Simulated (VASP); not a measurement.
# Ga2O3 (C2/m) in VASP: single point with PBE

Aim: the single point of Ga2O3 with PBE.

All numbers are computed with VASP 6.6.1; they aren't measurements. Logs are shortened: lines on timing, memory, paths and dates and some standing lists are left out, and cuts for length are marked.

## 1. The cell of the first run

Symmetry: C2/m, No. 12, monoclinic system. The conventional cell has a = 12.766 Å, b = 3.161 Å, c = 5.610 Å, α = 90.00°, β = 104.75°, γ = 90.00°. Ga (site symmetry m) has 4 O at 1.77 to 1.90 Å within 2.4 Å. Within 2.6 Å of Ga (site symmetry m) lie 6 O at 1.96 to 2.09 Å. Within 2.4 Å of O (site symmetry m) lie 3 Ga at 1.77 to 1.96 Å. O (site symmetry m) has 4 Ga at 1.88 to 2.09 Å within 2.5 Å. O (site symmetry m) has 3 Ga at 1.90 to 2.02 Å within 2.5 Å.

## 2. Single point, PBE (strain +0.025 along x and y, -0.050 along z)

INCAR reads:

```
SYSTEM = Ga2O3
  PREC = Accurate
  ENCUT = 600
  EDIFF = 1E-6
  ISMEAR = 0
  SIGMA = 0.05
  LREAL = .FALSE.
  LASPH = .TRUE.
  NELM = 120
  ALGO = Normal
  ISIF = 2
  LWAVE = .FALSE.
  LCHARG = .FALSE.
  GGA = PE
  NBANDS = 55
  GGA_COMPAT = .FALSE.
  KPAR = 4
```

KPOINTS reads:

```
Automatic mesh
0
G
  10 10 6
  0 0 0
```

POSCAR reads:

```
Ga2O3
1.0
    6.3831163293     -1.5803004363      0.0109178190
    6.3831163293      1.5803004363      0.0109178190
   -1.4377915505      0.0000000000      5.4223094842
Ga O
4 6
Direct
    0.0899134338      0.0899134338      0.7947233214
    0.9100865662      0.9100865662      0.2052766786
    0.6585007298      0.6585007298      0.3141978958
    0.3414992702      0.3414992702      0.6858021042
    0.1634883771      0.1634883771      0.1092060624
    0.8365116229      0.8365116229      0.8907939376
    0.1737013129      0.1737013129      0.5643594349
    0.8262986871      0.8262986871      0.4356405651
    0.4960195696      0.4960195696      0.2566813611
    0.5039804304      0.5039804304      0.7433186389
```

Potentials or basis: VASP PAW PBE potentials, release 64 (Ga_d, O).

Started as:

```bash
cat potpaw_PBE.64/Ga_d/POTCAR potpaw_PBE.64/O/POTCAR > POTCAR
mpirun -np 4 vasp_std > vasp.out
```

OUTCAR:

```text
SYSTEM = Ga2O3
   PREC = Accurate
   ENCUT = 600
   EDIFF = 1E-6
   ISMEAR = 0
   LREAL = .FALSE.
   LASPH = .TRUE.
   NELM = 120
   ISIF = 2
   GGA = PE

 ion  position               nearest neighbor table
   1  0.090  0.090  0.795-   5 1.77   7 1.88  10 1.90  10 1.90
   2  0.910  0.910  0.205-   6 1.77   8 1.88   9 1.90   9 1.90
   3  0.659  0.659  0.314-   5 1.96   5 1.96   9 2.02   8 2.08   7 2.09   7 2.09
   4  0.341  0.341  0.686-   6 1.96   6 1.96  10 2.02   7 2.08   8 2.09   8 2.09
   5  0.163  0.163  0.109-   1 1.77   3 1.96   3 1.96
   6  0.837  0.837  0.891-   2 1.77   4 1.96   4 1.96
   7  0.174  0.174  0.564-   1 1.88   4 2.08   3 2.09   3 2.09
   8  0.826  0.826  0.436-   2 1.88   3 2.08   4 2.09   4 2.09
   9  0.496  0.496  0.257-   2 1.90   2 1.90   3 2.02
  10  0.504  0.504  0.743-   1 1.90   1 1.90   4 2.02

  LATTYP: Found a base centered monoclinic cell.
 ALAT       =    12.7662513327
 B/A-ratio  =     0.2475747023
 C/A-ratio  =     0.4394160392
 COS(beta)  =    -0.2546510772

  Lattice vectors:

 A1 = (   6.3831163293,  -1.5803004363,   0.0109178190)
 A2 = (   6.3831163293,   1.5803004363,   0.0109178190)
 A3 = (  -1.4377915505,   0.0000000000,   5.4223094842)

Analysis of symmetry for initial positions (statically):
=====================================================================
 Subroutine PRICEL returns:
 Original cell was already a primitive cell.

 Routine SETGRP: Setting up the symmetry group for a
 base centered monoclinic supercell.

 Subroutine GETGRP returns: Found  4 space group operations
 (whereof  4 operations were pure point group operations)
 out of a pool of  4 trial point group operations.

The static configuration has the point symmetry C_2h.

Analysis of symmetry for dynamics (positions and initial velocities):
=====================================================================
 Subroutine PRICEL returns:
 Original cell was already a primitive cell.

 Routine SETGRP: Setting up the symmetry group for a
 base centered monoclinic supercell.

 Subroutine GETGRP returns: Found  4 space group operations
 (whereof  4 operations were pure point group operations)
 out of a pool of  4 trial point group operations.

The dynamic configuration has the point symmetry C_2h.

 Subroutine INISYM returns: Found  4 space group operations
 (whereof  4 operations are pure point group operations),
 and found     1 'primitive' translations

----------------------------------------------------------------------------------------

                                     Primitive cell

  volume of cell :     109.4419

  direct lattice vectors                    reciprocal lattice vectors
     6.383116329 -1.580300436  0.010917819     0.078296134 -0.316395534  0.020761176
     6.383116329  1.580300436  0.010917819     0.078296134  0.316395534  0.020761176
    -1.437791551  0.000000000  5.422309484    -0.000315298  0.000000000  0.184339656

  length of vectors
     6.575837798  6.575837798  5.609695596     0.326599824  0.326599824  0.184339926

  position of ions in fractional coordinates (direct lattice)
     0.089913434  0.089913434  0.794723321
     0.910086566  0.910086566  0.205276679
     0.658500730  0.658500730  0.314197896
     0.341499270  0.341499270  0.685802104
     0.163488377  0.163488377  0.109206062
     0.836511623  0.836511623  0.890793938
     0.173701313  0.173701313  0.564359435
     0.826298687  0.826298687  0.435640565
     0.496019570  0.496019570  0.256681361
     0.503980430  0.503980430  0.743318639

  ion indices of the primitive-cell ions
   primitive index   ion index
                 1           1
                 2           2
                 3           3
                 4           4
                 5           5
                 6           6
                 7           7
                 8           8
                 9           9
                10          10

----------------------------------------------------------------------------------------

 KPOINTS: Automatic mesh

Automatic generation of k-mesh.
 Grid dimensions read from file:
 generate k-points for:   10   10    6

 Generating k-lattice:

  Cartesian coordinates                     Fractional coordinates (reciprocal lattice)
     0.007829613 -0.031639553  0.002076118     0.100000000 -0.000000000  0.000000000
     0.007829613  0.031639553  0.002076118    -0.000000000  0.100000000  0.000000000
    -0.000052550  0.000000000  0.030723276     0.000000000  0.000000000  0.166666667

  Length of vectors
     0.032659982  0.032659982  0.030723321

  Shift w.r.t. Gamma in fractional coordinates (k-lattice)
     0.000000000  0.000000000  0.000000000

 Subroutine IBZKPT returns following result:
 ===========================================

 Found    172 irreducible k-points:

 Following reciprocal coordinates:
            Coordinates               Weight
  0.000000  0.000000  0.000000      1.000000
  0.100000  0.000000  0.000000      4.000000
  0.200000  0.000000  0.000000      4.000000
  0.300000  0.000000  0.000000      4.000000
  0.400000  0.000000  0.000000      4.000000
  0.500000  0.000000  0.000000      2.000000
[... 16 lines left out ...]
  0.300000  0.300000  0.000000      2.000000
  0.400000  0.300000  0.000000      4.000000
 [... further k-points ...]
   k-points           NKPTS =    172   k-points in BZ     NKDIM =    172   number of bands    NBANDS=     55
   number of dos      NEDOS =    301   number of ions     NIONS =     10
   total plane-waves  NPLWV = 139968
   dimension x,y,z NGX =    54 NGY =   54 NGZ =   48
   dimension x,y,z NGXF=   108 NGYF=  108 NGZF=   96
   ions per type =               4   6
   NGX,Y,Z   is equivalent  to a cutoff of  13.65, 13.65, 14.23 a.u.
   NGXF,Y,Z  is equivalent  to a cutoff of  27.30, 27.30, 28.45 a.u.
 SYSTEM =  Ga2O3
   PREC   = accura    normal or accurate (medium, high low for compatibility)
   ISTART =      0    job   : 0-new  1-cont  2-samecut
   ICHARG =      2    charge: 1-file 2-atom 10-const
   ISPIN  =      1    spin polarized calculation?
   LNONCOLLINEAR =      F non collinear calculations
   LSORBIT =      F    spin-orbit coupling
   LASPH  =      T    aspherical Exc in radial PAW
   ENCUT  =  600.0 eV  44.10 Ry    6.64 a.u.  13.13 13.13 11.20*2*pi/ulx,y,z
   NELM   =    120;   NELMIN=  2; NELMDL= -5     # of ELM steps
   EDIFF  = 0.1E-05   stopping-criterion for ELM
   LREAL  =      F    real-space projection
   EDIFFG = 0.1E-04   stopping-criterion for IOM
   NSW    =      0    number of steps for IOM
   IBRION =     -1    ionic relax: 0-MD 1-quasi-New 2-CG
   NFREE  =      0    steps in history (QN), initial steepest desc. (CG)
   ISIF   =      2    stress and relaxation
   ISYM   =      2    0-nonsym 1-usesym 2-fastsym
   POTIM  = 0.5000    time-step for ionic-motion
   TEBEG  =    0.0;   TEEND  =   0.0 temperature during run
   PSTRESS=    0.0 pullay stress
   NELECT =      88.0000    total number of electrons
   NUPDOWN=      -1.0000    fix difference up-down
   EMIN   =  10.00;   EMAX   =-10.00  energy-range for DOS
   EFERMI =   0.00;   METHOD = LEGACY
   ISMEAR =     0;   SIGMA  =   0.05  broadening in eV -4-tet -1-fermi 0-gaus
   EFERMI_NEDOS =   21; number of points for ismear=-14 and -15
   IALGO  =     38    algorithm
   IMIX   =      4    mixing-type and parameters
     AMIX     =   0.40;   BMIX     =  1.00
     AMIX_MAG =   1.60;   BMIX_MAG =  1.00
  volume/ion in A,a.u.               =      10.94        73.86
  Fermi-wavevector in a.u.,A,eV,Ry     =   1.522327  2.876780 31.531207  2.317478
  Thomas-Fermi vector in A             =   2.630921
   LORBIT       =      0    0 simple, 1 ext, 2 COOP (PROOUT), +10 PAW based schemes
   GGA     = PE    functional components
   LHFCALC =     F    Hartree Fock is set to
   AEXX    =    0.0000 exact exchange contribution
   IVDW    =     0    specifies the selected vdW correction
   LEPSILON=     F    determine dielectric tensor
   LRPA    =     F    only Hartree local field effects (RPA)
 non-spin polarized calculation
 Gauss-broadening in eV      SIGMA  =   0.05
  energy-cutoff  :      600.00
  volume of cell :      109.44
 maximum number of plane-waves:      3680
 NGX is ok and might be reduce to    54
   NGX = 27   NGY = 27   NGZ = 23

 number of electron      88.0000012 magnetization

 Free energy of the ion-electron system (eV)
  ---------------------------------------------------
  ext. energy  EPLUGINS =         0.00000000
  ---------------------------------------------------
  free energy    TOTEN  =       -59.28517480 eV

  energy without entropy =      -59.28517480  energy(sigma->0) =      -59.28517480

 E-fermi :   4.2467     XC(G=0): -11.3855

 val. band max:        3.9374071856   @ k =  -0.3000   0.3000   0.0000
 cond. band min:       5.4214125127   @ k =   0.0000   0.0000   0.0000
 fundamental gap:      1.4840053271
 Fermi energy:         4.2466638363

 k-point     1 :       0.0000    0.0000    0.0000
  band No.  band energies     occupation
      1     -15.2195      2.00000
      2     -14.3112      2.00000
      3     -13.7926      2.00000
      4     -13.6996      2.00000
      5     -13.6968      2.00000
      6     -13.5172      2.00000
[... 47 lines left out ...]
     54      15.2079      0.00000
     55      15.2297      0.00000

 k-point     2 :       0.1000    0.0000    0.0000
  band No.  band energies     occupation
      1     -15.1515      2.00000
      2     -14.2877      2.00000
      3     -13.7760      2.00000
      4     -13.7071      2.00000
      5     -13.6986      2.00000
      6     -13.4938      2.00000
[... 47 lines left out ...]
     54      14.6420      0.00000
     55      14.8125      0.00000

 k-point     3 :       0.2000    0.0000    0.0000
  band No.  band energies     occupation
      1     -14.9601      2.00000
      2     -14.2248      2.00000
      3     -13.7546      2.00000
      4     -13.7236      2.00000
      5     -13.6932      2.00000
      6     -13.4320      2.00000
[... 1152 lines left out ...]
 k-point    23 :       0.3000    0.3000    0.0000
  band No.  band energies     occupation
      1     -15.1103      2.00000
      2     -14.5091      2.00000
      3     -13.7462      2.00000
      4     -13.7134      2.00000
      5     -13.6735      2.00000
      6     -13.5037      2.00000
[... 47 lines left out ...]
     54      15.1458      0.00000
     55      15.1683      0.00000

 k-point    24 :       0.4000    0.3000    0.0000
  band No.  band energies     occupation
      1     -15.0188      2.00000
      2     -14.5114      2.00000
      3     -13.7428      2.00000
      4     -13.7138      2.00000
      5     -13.6695      2.00000
      6     -13.4802      2.00000
[... 47 lines left out ...]
     54      14.2746      0.00000
     55      15.4107      0.00000

 [... further k-points ...]

------------------------ aborting loop because EDIFF is reached ----------------------------------------

  FORCE on cell =-STRESS in cart. coord.  units (eV):
  Direction    XX          YY          ZZ          XY          YZ          ZX
  --------------------------------------------------------------------------------------
  -------------------------------------------------------------------------------------
  Total       -3.0388666     -5.8023948     11.8908341      0.0000000      0.0000000      0.1626542
  in kB      -44.4875585    -84.9442948    174.0761447      0.0000000      0.0000000      2.3811795
  external PRESSURE =      14.8814304 kB  Pullay stress =       0.0000000 kB

 VOLUME and BASIS-vectors are now :
 -----------------------------------------------------------------------------
  energy-cutoff  :      600.00
  volume of cell :      109.44
      direct lattice vectors                 reciprocal lattice vectors
     6.383116329 -1.580300436  0.010917819     0.078296134 -0.316395534  0.020761176
     6.383116329  1.580300436  0.010917819     0.078296134  0.316395534  0.020761176
    -1.437791551  0.000000000  5.422309484    -0.000315298  0.000000000  0.184339656

 POSITION                                       TOTAL-FORCE (eV/Angst)
 -----------------------------------------------------------------------------------
      0.00521      0.00000      4.31120        -1.070949      0.000000     -1.350039
     11.32323      0.00000      1.13295         1.070949      0.000000      1.350039
      7.95482      0.00000      1.71806        -0.396754      0.000000      0.048786
      3.37362      0.00000      3.72609         0.396754      0.000000     -0.048786
      1.93012      0.00000      0.59572         0.382461      0.000000      0.898534
      9.39833      0.00000      4.84843        -0.382461      0.000000     -0.898534
      1.40608      0.00000      3.06392         0.288569      0.000000      0.102446
      9.92236      0.00000      2.38022        -0.288569      0.000000     -0.102446
      5.96325      0.00000      1.40264        -0.075255      0.000000     -0.130329
      5.36519      0.00000      4.04151         0.075255      0.000000      0.130329
 -----------------------------------------------------------------------------------
    total drift:                                0.000000      0.000000     -0.000000

  FREE ENERGIE OF THE ION-ELECTRON SYSTEM (eV)
  ---------------------------------------------------
  free  energy   TOTEN  =       -59.2851748018 eV

  energy  without entropy=      -59.2851748018  energy(sigma->0) =      -59.28517480
```

It took 14 min on 4 MPI ranks of AMD EPYC 7R43 (Zen 3), shared host; peak memory 0.98 GiB.

What came out:

- Free energy: -59.2852 eV
- Pressure: 1.5 GPa
- Largest force: 1.723 eV/Å
- Band gap on the k mesh: 1.48 eV, indirect (least direct gap 1.50 eV)

Forces in eV/Å, atoms in the order of the input:
```
Ga  -1.071  0.000 -1.350
Ga   1.071  0.000  1.350
Ga  -0.397  0.000  0.049
Ga   0.397  0.000 -0.049
O    0.382  0.000  0.899
O   -0.382  0.000 -0.899
O    0.289  0.000  0.102
O   -0.289  0.000 -0.102
O   -0.075  0.000 -0.130
O    0.075  0.000  0.130
```

Levels at points of the mesh, in eV from the valence-band top:
```
           k point  band 41  band 42  band 43  band 44  band 45  band 46  band 47  band 48
(0.00, 0.00, 0.00)    -1.36    -0.97    -0.85    -0.01     1.48     4.96     5.49     5.50
(0.50, 0.00, 0.00)    -1.11    -1.07    -1.02     0.00     4.87     5.98     6.52     6.58
(0.50, 0.50, 0.00)    -1.40    -1.38    -1.10    -0.07     3.63     3.92     4.66     5.53
(0.00, 0.00, 0.50)    -1.27    -1.18    -0.97    -0.89     3.69     4.08     5.59     5.93
(0.50, 0.00, 0.50)    -1.54    -1.35    -1.24    -0.89     5.95     6.03     7.11     7.17
(0.50, 0.50, 0.50)    -1.26    -1.17    -0.96    -0.43     4.16     4.39     5.21     5.22
```

Caveat: the cell differs from its parent crystal (strain +0.025 along x and y, -0.050 along z); forces of over 1 eV/Å act on the atoms, so gaps and moduli don't describe the material at rest.
